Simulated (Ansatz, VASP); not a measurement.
**Two plane-wave programs on LiNbO3**

The input POSCAR:

```
LiNbO3
1.0
    3.9331683584      0.0000000000      0.0000000000
    0.0000000000      3.9331683584      0.0000000000
    0.0000000000      0.0000000000      3.9331683584
Li Nb O
1 1 3
Direct
    0.0000000000      0.0000000000      0.0000000000
    0.5000000000      0.5000000000      0.5000000000
    0.5000000000      0.5000000000      0.0000000000
    0.5000000000      0.0000000000      0.5000000000
    0.0000000000      0.5000000000      0.5000000000
```

INCAR.step1

```
SYSTEM = LiNbO3
  ALGO = Normal
  EDIFF = 1E-4
  ENCUT = 520
  GGA = PE
  ISMEAR = 0
  LASPH = .True.
  LCHARG = .False.
  LREAL = .False.
  LWAVE = .True.
  NBANDS = 25
  NELM = 80
  PREC = Accurate
  SIGMA = 0.01
```

The input INCAR.step2:

```
SYSTEM = LiNbO3
  ALGO = Normal
  EDIFF = 1E-7
  ENCUT = 520
  ISIF = 2
  ISMEAR = 0
  ISTART = 1
  LASPH = .True.
  LCHARG = .False.
  LMIXTAU = .True.
  LREAL = .False.
  LWAVE = .False.
  METAGGA = R2SCAN
  NBANDS = 25
  NELM = 80
  PREC = Accurate
  SIGMA = 0.01
```

KPOINTS

```
k-points
0
Gamma
  6 6 6
  0 0 0
```

Input for Ansatz:

```yaml
crystal:
  lattice:
    - [3.9331683584, 0.0, 0.0]
    - [0.0, 3.9331683584, 0.0]
    - [0.0, 0.0, 3.9331683584]
  atoms:
    - { symbol: Li, position: [0.0, 0.0, 0.0] }
    - { symbol: Nb, position: [0.5, 0.5, 0.5] }
    - { symbol: O, position: [0.5, 0.5, 0.0] }
    - { symbol: O, position: [0.5, 0.0, 0.5] }
    - { symbol: O, position: [0.0, 0.5, 0.5] }
kpoints:
  mp_grid: { grid: [6, 6, 6] }
  band_path:
    path: [[0.0, 0.0, 0.0], [0.0, 0.5, 0.0], [0.5, 0.5, 0.0], [0.5, 0.5, 0.5]]
    npoints: 1
hamiltonian:
  xc: r2scan
scf:
  occupations: { method: fixed }
  n_extra_bands: 5
output:
  forces: true
  stress: true
  eigenvalues: true
```

Alike in both runs: task single point; functional r2SCAN; k mesh 6 × 6 × 6; no spin polarisation.

```csv
,VASP,Ansatz
version,VASP 6.6.1,Ansatz 0.2.0
potentials or method,"VASP PAW PBE potentials, release 64 (Li_sv, Nb_sv, O)","plane waves, PAW"
plane-wave cutoff (eV),520,500
occupations,"gaussian, width 0.01 eV",fixed
valence electrons in the cell,34,34
```

```csv
,VASP,Ansatz,Ansatz less VASP
gap on the k mesh at the Fermi level (eV),2.11,2.13,+0.021
```

VASP's potentials were made for PBE, not for r2SCAN.

Noted on VASP's run: the cutoff is short for stress, so the pressure is rough.
